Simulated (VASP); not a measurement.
# La3O in VASP: a series of runs

Runs on La3O. Level: PBE. Tasks: single point, relaxation of cell and atoms.

All numbers are computed with VASP 6.6.1; they aren't measurements. Logs are shortened: lines on timing, memory, paths and dates and some standing lists are left out, and cuts for length are marked.

## 1. The cell of the first run

The typed cell holds 4 atoms: a = 5.019 Å, b = 5.019 Å, c = 5.019 Å, α = 109.48°, β = 109.48°, γ = 109.45°.

## 2. Single point, PBE

Input file INCAR:

```
  ALGO = Normal
  EDIFF = 1E-7
  ENCUT = 520
  GGA = PE
  ISIF = 2
  ISMEAR = 0
  LASPH = True
  LCHARG = False
  LREAL = False
  LWAVE = False
  NBANDS = 28
  NELM = 100
  PREC = Accurate
  SIGMA = 0.1
```

Input file KPOINTS:

```
k-points
0
Gamma
  4 4 4
```

Input file POSCAR:

```
La3O
1.0
   -2.8975282535      2.8975282535      2.8984755943
    2.8975282535     -2.8975282535      2.8984755943
    2.8975282535      2.8975282535     -2.8984755943
La O
3 1
Direct
    0.5000000000      0.0000000000      0.5000000000
    0.0000000000      0.5000000000      0.5000000000
    0.0000000000      0.0000000000      0.0000000000
    0.5000000000      0.5000000000      0.0000000000
```

Potentials or basis: VASP PAW PBE potentials, release 64 (La, O).

The run is started by

```console
cat potpaw_PBE.64/La/POTCAR potpaw_PBE.64/O/POTCAR > POTCAR
mpirun -np 1 vasp_std > vasp.out
```

OUTCAR:

```text
EDIFF = 1E-7
   ENCUT = 520
   GGA = PE
   ISIF = 2
   ISMEAR = 0
   LASPH = True
   LREAL = False
   NELM = 100
   PREC = Accurate

 ion  position               nearest neighbor table
   1  0.500  0.000  0.500-   3 2.90   3 2.90   2 2.90   2 2.90
   2  0.000  0.500  0.500-   3 2.90   3 2.90   1 2.90   1 2.90
   3  0.000  0.000  0.000-   1 2.90   2 2.90   2 2.90   1 2.90
   4  0.500  0.500  0.000-

  LATTYP: Found a body centered tetragonal cell.
 ALAT       =     5.7950565070
 C/A-ratio  =     1.0003269479

  Lattice vectors:

 A1 = (  -2.8975282535,   2.8975282535,   2.8984755943)
 A2 = (   2.8975282535,  -2.8975282535,   2.8984755943)
 A3 = (   2.8975282535,   2.8975282535,  -2.8984755943)

Analysis of symmetry for initial positions (statically):
=====================================================================
 Subroutine PRICEL returns:
 Original cell was already a primitive cell.

 Routine SETGRP: Setting up the symmetry group for a
 body centered tetragonal supercell.

 Subroutine GETGRP returns: Found 16 space group operations
 (whereof 16 operations were pure point group operations)
 out of a pool of 16 trial point group operations.

The static configuration has the point symmetry D_4h.

Analysis of symmetry for dynamics (positions and initial velocities):
=====================================================================
 Subroutine PRICEL returns:
 Original cell was already a primitive cell.

 Routine SETGRP: Setting up the symmetry group for a
 body centered tetragonal supercell.

 Subroutine GETGRP returns: Found 16 space group operations
 (whereof 16 operations were pure point group operations)
 out of a pool of 16 trial point group operations.

The dynamic configuration has the point symmetry D_4h.

 Subroutine INISYM returns: Found 16 space group operations
 (whereof 16 operations are pure point group operations),
 and found     1 'primitive' translations

----------------------------------------------------------------------------------------

                                     Primitive cell

  volume of cell :      97.3386

  direct lattice vectors                    reciprocal lattice vectors
    -2.897528253  2.897528253  2.898475594     0.000000000  0.172560871  0.172504471
     2.897528253 -2.897528253  2.898475594     0.172560871  0.000000000  0.172504471
     2.897528253  2.897528253 -2.898475594     0.172560871  0.172560871  0.000000000

  length of vectors
     5.019213158  5.019213158  5.019213158     0.243998047  0.243998047  0.244037925

  position of ions in fractional coordinates (direct lattice)
     0.500000000  0.000000000  0.500000000
     0.000000000  0.500000000  0.500000000
     0.000000000  0.000000000  0.000000000
     0.500000000  0.500000000  0.000000000

  ion indices of the primitive-cell ions
   primitive index   ion index
                 1           1
                 2           2
                 3           3
                 4           4

----------------------------------------------------------------------------------------

 KPOINTS: k-points

Automatic generation of k-mesh.
 Grid dimensions read from file:
 generate k-points for:    4    4    4

 Generating k-lattice:

  Cartesian coordinates                     Fractional coordinates (reciprocal lattice)
     0.000000000  0.043140218  0.043126118     0.250000000  0.000000000  0.000000000
     0.043140218  0.000000000  0.043126118     0.000000000  0.250000000  0.000000000
     0.043140218  0.043140218  0.000000000     0.000000000  0.000000000  0.250000000

  Length of vectors
     0.060999512  0.060999512  0.061009481

  Shift w.r.t. Gamma in fractional coordinates (k-lattice)
     0.000000000  0.000000000  0.000000000

 Subroutine IBZKPT returns following result:
 ===========================================

 Found     13 irreducible k-points:

 Following reciprocal coordinates:
            Coordinates               Weight
  0.000000  0.000000  0.000000      1.000000
  0.250000  0.000000 -0.000000      8.000000
  0.500000  0.000000 -0.000000      4.000000
  0.250000  0.250000 -0.000000      8.000000
  0.500000  0.250000 -0.000000     16.000000
 -0.250000  0.250000  0.000000      4.000000
  0.500000  0.500000 -0.000000      2.000000
  0.250000  0.250000  0.250000      2.000000
 -0.250000  0.250000  0.250000      4.000000
  0.500000  0.500000  0.250000      4.000000
 -0.250000  0.500000  0.250000      8.000000
 -0.250000 -0.250000  0.250000      2.000000
  0.500000  0.500000  0.500000      1.000000
   k-points           NKPTS =     13   k-points in BZ     NKDIM =     13   number of bands    NBANDS=     28
   number of dos      NEDOS =    301   number of ions     NIONS =      4
   total plane-waves  NPLWV =  64000
   dimension x,y,z NGX =    40 NGY =   40 NGZ =   40
   dimension x,y,z NGXF=    80 NGYF=   80 NGZF=   80
   ions per type =               3   1
   NGX,Y,Z   is equivalent  to a cutoff of  13.25, 13.25, 13.25 a.u.
   NGXF,Y,Z  is equivalent  to a cutoff of  26.50, 26.50, 26.50 a.u.
 SYSTEM =  unknown system
   PREC   = accura    normal or accurate (medium, high low for compatibility)
   ISTART =      0    job   : 0-new  1-cont  2-samecut
   ICHARG =      2    charge: 1-file 2-atom 10-const
   ISPIN  =      1    spin polarized calculation?
   LNONCOLLINEAR =      F non collinear calculations
   LSORBIT =      F    spin-orbit coupling
   LASPH  =      T    aspherical Exc in radial PAW
   ENCUT  =  520.0 eV  38.22 Ry    6.18 a.u.   9.33  9.33  9.33*2*pi/ulx,y,z
   NELM   =    100;   NELMIN=  2; NELMDL= -5     # of ELM steps
   EDIFF  = 0.1E-06   stopping-criterion for ELM
   LREAL  =      F    real-space projection
   EDIFFG = 0.1E-05   stopping-criterion for IOM
   NSW    =      0    number of steps for IOM
   IBRION =     -1    ionic relax: 0-MD 1-quasi-New 2-CG
   NFREE  =      0    steps in history (QN), initial steepest desc. (CG)
   ISIF   =      2    stress and relaxation
   ISYM   =      2    0-nonsym 1-usesym 2-fastsym
   POTIM  = 0.5000    time-step for ionic-motion
   TEBEG  =    0.0;   TEEND  =   0.0 temperature during run
   PSTRESS=    0.0 pullay stress
   NELECT =      39.0000    total number of electrons
   NUPDOWN=      -1.0000    fix difference up-down
   EMIN   =  10.00;   EMAX   =-10.00  energy-range for DOS
   EFERMI =   0.00;   METHOD = LEGACY
   ISMEAR =     0;   SIGMA  =   0.10  broadening in eV -4-tet -1-fermi 0-gaus
   EFERMI_NEDOS =   21; number of points for ismear=-14 and -15
   IALGO  =     38    algorithm
   IMIX   =      4    mixing-type and parameters
     AMIX     =   0.40;   BMIX     =  1.00
     AMIX_MAG =   1.60;   BMIX_MAG =  1.00
  volume/ion in A,a.u.               =      24.33       164.22
  Fermi-wavevector in a.u.,A,eV,Ry     =   1.206891  2.280693 19.818053  1.456586
  Thomas-Fermi vector in A             =   2.342545
   LORBIT       =      0    0 simple, 1 ext, 2 COOP (PROOUT), +10 PAW based schemes
   GGA     = PE    functional components
   LHFCALC =     F    Hartree Fock is set to
   AEXX    =    0.0000 exact exchange contribution
   IVDW    =     0    specifies the selected vdW correction
   LEPSILON=     F    determine dielectric tensor
   LRPA    =     F    only Hartree local field effects (RPA)
 non-spin polarized calculation
 Gauss-broadening in eV      SIGMA  =   0.10
  energy-cutoff  :      520.00
  volume of cell :       97.34
 maximum number of plane-waves:      2659
 NGX is ok and might be reduce to    40
   NGX = 19   NGY = 19   NGZ = 19

 number of electron      39.0000001 magnetization

 Free energy of the ion-electron system (eV)
  ---------------------------------------------------
  ext. energy  EPLUGINS =         0.00000000
  ---------------------------------------------------
  free energy    TOTEN  =       -20.65441715 eV

  energy without entropy =      -20.64106473  energy(sigma->0) =      -20.64774094

 E-fermi :   9.1476     XC(G=0): -10.4107

 val. band max:        9.1398423397   @ k =   0.2500   0.2500   0.2500
 cond. band min:       9.3086676672   @ k =   0.5000   0.0000  -0.0000
 fundamental gap:      0.1688253275
 Fermi energy:         9.1475999205

 k-point     1 :       0.0000    0.0000    0.0000
  band No.  band energies     occupation
      1     -23.9726      2.00000
      2     -22.6681      2.00000
      3     -22.6662      2.00000
      4      -9.2329      2.00000
      5      -9.2329      2.00000
      6      -9.2292      2.00000
[... 20 lines left out ...]
     27      11.2270      0.00000
     28      11.2272      0.00000

 k-point     2 :       0.2500    0.0000   -0.0000
  band No.  band energies     occupation
      1     -23.8188      2.00000
      2     -22.8577      2.00000
      3     -22.6866      2.00000
      4      -9.2591      2.00000
      5      -8.7025      2.00000
      6      -8.6998      2.00000
[... 20 lines left out ...]
     27      10.9931      0.00000
     28      11.2150      0.00000

 k-point     3 :       0.5000    0.0000   -0.0000
  band No.  band energies     occupation
      1     -23.5529      2.00000
      2     -23.1593      2.00000
      3     -22.7063      2.00000
      4      -9.2850      2.00000
      5      -8.1909      2.00000
      6      -7.4229      2.00000
[... 20 lines left out ...]
     27      11.4858      0.00000
     28      11.5620      0.00000

 k-point     4 :       0.2500    0.2500   -0.0000
  band No.  band energies     occupation
      1     -23.5622      2.00000
      2     -23.1382      2.00000
      3     -22.7186      2.00000
      4      -8.7556      2.00000
      5      -8.7543      2.00000
      6      -8.1721      2.00000
[... 237 lines left out ...]
     27      11.0708      0.00000
     28      11.1578      0.00000

 k-point    12 :      -0.2500   -0.2500    0.2500
  band No.  band energies     occupation
      1     -23.7207      2.00000
      2     -23.1176      2.00000
      3     -22.5233      2.00000
      4      -9.3140      2.00000
      5      -9.3140      2.00000
      6      -7.9718      2.00000
[... 20 lines left out ...]
     27      10.9946      0.00000
     28      11.4076      0.00000

 k-point    13 :       0.5000    0.5000    0.5000
  band No.  band energies     occupation
      1     -23.5112      2.00000
      2     -23.5100      2.00000
      3     -22.2812      2.00000
      4      -9.4421      2.00000
      5      -9.4421      2.00000
      6      -9.4390      2.00000
[... 20 lines left out ...]
     27      10.9647      0.00000
     28      10.9647      0.00000

------------------------ aborting loop because EDIFF is reached ----------------------------------------

  FORCE on cell =-STRESS in cart. coord.  units (eV):
  Direction    XX          YY          ZZ          XY          YZ          ZX
  --------------------------------------------------------------------------------------
  -------------------------------------------------------------------------------------
  Total       -0.0649749     -0.0649749     -0.0822748      0.0000000      0.0000000     -0.0000000
  in kB       -1.0694768     -1.0694768     -1.3542301      0.0000000      0.0000000     -0.0000000
  external PRESSURE =      -1.1643946 kB  Pullay stress =       0.0000000 kB

 VOLUME and BASIS-vectors are now :
 -----------------------------------------------------------------------------
  energy-cutoff  :      520.00
  volume of cell :       97.34
      direct lattice vectors                 reciprocal lattice vectors
    -2.897528253  2.897528253  2.898475594     0.000000000  0.172560871  0.172504471
     2.897528253 -2.897528253  2.898475594     0.172560871  0.000000000  0.172504471
     2.897528253  2.897528253 -2.898475594     0.172560871  0.172560871  0.000000000

 POSITION                                       TOTAL-FORCE (eV/Angst)
 -----------------------------------------------------------------------------------
      0.00000      2.89753      0.00000        -0.000000      0.000000     -0.000000
      2.89753      0.00000      0.00000         0.000000     -0.000000      0.000000
      0.00000      0.00000      0.00000         0.000000     -0.000000      0.000000
      0.00000      0.00000      2.89848        -0.000000     -0.000000      0.000000
 -----------------------------------------------------------------------------------
    total drift:                               -0.000000     -0.000000      0.000000

  FREE ENERGIE OF THE ION-ELECTRON SYSTEM (eV)
  ---------------------------------------------------
  free  energy   TOTEN  =       -20.6544171535 eV

  energy  without entropy=      -20.6410647267  energy(sigma->0) =      -20.64774094
```

Run time: 71 s. Hardware: 1 thread of Intel Xeon 6975P-C, shared host; peak memory 0.26 GiB.

What came out:

| Quantity | Value |
| --- | --- |
| Free energy | -20.6544 eV |
| Pressure | -0.1 GPa |

Caveat: the k points lie up to 0.38 Å⁻¹ apart; spin-orbit coupling is left out, which moves the levels of the heavy elements; an odd number of electrons without spin polarisation forces a metal; a magnetic or distorted state may lie lower.

## 3. Single point, PBE

This run uses another cell than the first one, of 25.02 Å³/atom, 1.028 times its volume.

Input file INCAR:

```
SYSTEM = La3O
PREC = Accurate
ENCUT = 520
EDIFF = 1E-6
ISMEAR = 0
SIGMA = 0.1
LREAL = .False.
LASPH = .True.
NELM = 100
ALGO = Normal
ISIF = 2
LWAVE = .False.
LCHARG = .False.
GGA = PE
NBANDS = 28
```

Input file KPOINTS:

```
regular mesh
0
Gamma
  12 12 12
  0 0 0
```

Input file POSCAR:

```
La3O
1.0
   -2.9249717093      2.9249717093      2.9249717093
    2.9249717093     -2.9249717093      2.9249717093
    2.9249717093      2.9249717093     -2.9249717093
La O
3 1
Direct
    0.0000000000      0.5000000000      0.5000000000
    0.5000000000      0.0000000000      0.5000000000
    0.5000000000      0.5000000000      0.0000000000
    0.0000000000      0.0000000000      0.0000000000
```

Potentials or basis: VASP PAW PBE potentials, release 64 (La, O).

The run is started by

```console
cat potpaw_PBE.64/La/POTCAR potpaw_PBE.64/O/POTCAR > POTCAR
mpirun -np 1 vasp_std > vasp.out
```

Run time: 4.5 min. Hardware: 1 thread of Intel Xeon 6975P-C, shared host; peak memory 0.37 GiB.

It converged, with:

```yaml
Free_energy: -20.6110 eV
Pressure: 0.0 GPa
```

Levels at points of the mesh, in eV from the Fermi level:
| k point | band 16 | band 17 | band 18 | band 19 | band 20 | band 21 | band 22 | band 23 | band 24 | band 25 |
| --- | --- | --- | --- | --- | --- | --- | --- | --- | --- | --- |
| (0.00, 0.00, 0.00) | -2.60 | -2.16 | -2.16 | -2.16 | -1.13 | -0.80 | -0.80 | 1.72 | 1.72 | 1.72 |
| (0.50, 0.00, 0.00) | -2.65 | -0.71 | -0.48 | -0.09 | 0.14 | 0.39 | 0.88 | 1.14 | 1.49 | 1.68 |
| (0.50, 0.50, 0.50) | -2.25 | -0.80 | -0.80 | -0.80 | -0.75 | 0.25 | 0.25 | 1.40 | 1.49 | 1.49 |

Caveat: spin-orbit coupling is left out, which moves the levels of the heavy elements; an odd number of electrons without spin polarisation forces a metal; a magnetic or distorted state may lie lower.

## 4. Relaxation of cell and atoms, PBE

Input file INCAR:

```
SYSTEM = La3O
PREC = Accurate ; ENCUT = 600
EDIFF = 1E-7 ; ISMEAR = 0
SIGMA = 0.1 ; LREAL = .FALSE.
LASPH = .TRUE. ; NELM = 100
ALGO = Normal ; ISIF = 3
LWAVE = .FALSE. ; LCHARG = .FALSE.
GGA = PE ; IBRION = 2
NSW = 100 ; EDIFFG = -0.01
```

Input file KPOINTS:

```
Automatic mesh
0
G
  12 12 12
  0 0 0
```

Input file POSCAR:

```
La3O
1.0
   -2.8978440338      2.8978440338      2.8978440338
    2.8978440338     -2.8978440338      2.8978440338
    2.8978440338      2.8978440338     -2.8978440338
La O
3 1
Direct
    0.0000000000      0.5000000000      0.5000000000
    0.5000000000      0.0000000000      0.5000000000
    0.5000000000      0.5000000000      0.0000000000
    0.0000000000      0.0000000000      0.0000000000
```

The run is started by

```console
cat potpaw_PBE.64/La/POTCAR potpaw_PBE.64/O/POTCAR > POTCAR
mpirun -np 1 vasp_std > vasp.out
```

Run time: 10 min. Hardware: 1 thread of Intel Xeon 6975P-C, shared host; peak memory 0.4 GiB.

Results (log left out):

| Property | Result |
| --- | --- |
| Free energy | -20.6125 eV |
| Relaxed volume | 25.01 Å³/atom |
| Relaxed cell | a = 5.065 Å, b = 5.065 Å, c = 5.065 Å, α = 109.47°, β = 109.47°, γ = 109.47° |
| Space group after relaxing (to 0.05 Å) | Im-3m (No. 229) |
| Energy gained by relaxing | 2.9 meV/atom |
| Ionic steps | 3 |
| Pressure after relaxing | 0.0 GPa |

Step by step:
| step | energy change (eV) | largest force (eV/Å) | pressure (GPa) | volume (Å³) |
| --- | --- | --- | --- | --- |
| 1 | 0.0000 | 0.0000 | 1.40 | 97.34 |
| 2 | -0.0114 | 0.0000 | -0.14 | 100.36 |
| 3 | -0.0115 | 0.0000 | 0.00 | 100.05 |

Final structure:
```
CELL_PARAMETERS angstrom
-2.92452 2.92452 2.92452
2.92452 -2.92452 2.92452
2.92452 2.92452 -2.92452
ATOMIC_POSITIONS crystal
La 0.00000 0.50000 0.50000
La 0.50000 0.00000 0.50000
La 0.50000 0.50000 0.00000
O 0.00000 0.00000 0.00000
```

Levels at points of the mesh, in eV from the Fermi level:
| k point | band 16 | band 17 | band 18 | band 19 | band 20 | band 21 | band 22 | band 23 |
| --- | --- | --- | --- | --- | --- | --- | --- | --- |
| (0.00, 0.00, 0.00) | -2.61 | -2.16 | -2.16 | -2.16 | -1.13 | -0.80 | -0.80 | 1.72 |
| (0.50, 0.00, 0.00) | -2.65 | -0.71 | -0.48 | -0.09 | 0.14 | 0.39 | 0.88 | 1.14 |
| (0.50, 0.50, 0.50) | -2.25 | -0.80 | -0.80 | -0.80 | -0.75 | 0.25 | 0.25 | 1.40 |

Caveat: spin-orbit coupling is left out, which moves the levels of the heavy elements; an odd number of electrons without spin polarisation forces a metal; a magnetic or distorted state may lie lower.

## 5. The runs side by side

| task | cell | k mesh | cutoff (eV) | gap on the mesh (eV) | pressure (GPa) |
| --- | --- | --- | --- | --- | --- |
| single point | a = 5.019 Å, angles 109.5°, 4 atoms | 4 × 4 × 4 | 520 | none | -0.1 |
| single point | a = 5.066 Å, angles 109.5°, 4 atoms | 12 × 12 × 12 | 520 | none | 0.0 |
| relaxation of cell and atoms | relaxed from a = 5.019 Å, angles 109.5°, 4 atoms | 12 × 12 × 12 | 600 | none | 0.0 |

Alike in all rows: level PBE; potentials or basis VASP PAW PBE potentials, release 64 (La, O); no spin polarisation; smearing gaussian 0.1 eV.

Caveats: some runs use coarse meshes; spin-orbit coupling is left out, which moves the levels of the heavy elements; an odd number of electrons without spin polarisation forces a metal; a magnetic or distorted state may lie lower.

Absolute energies hang on the potentials; compare differences alone.
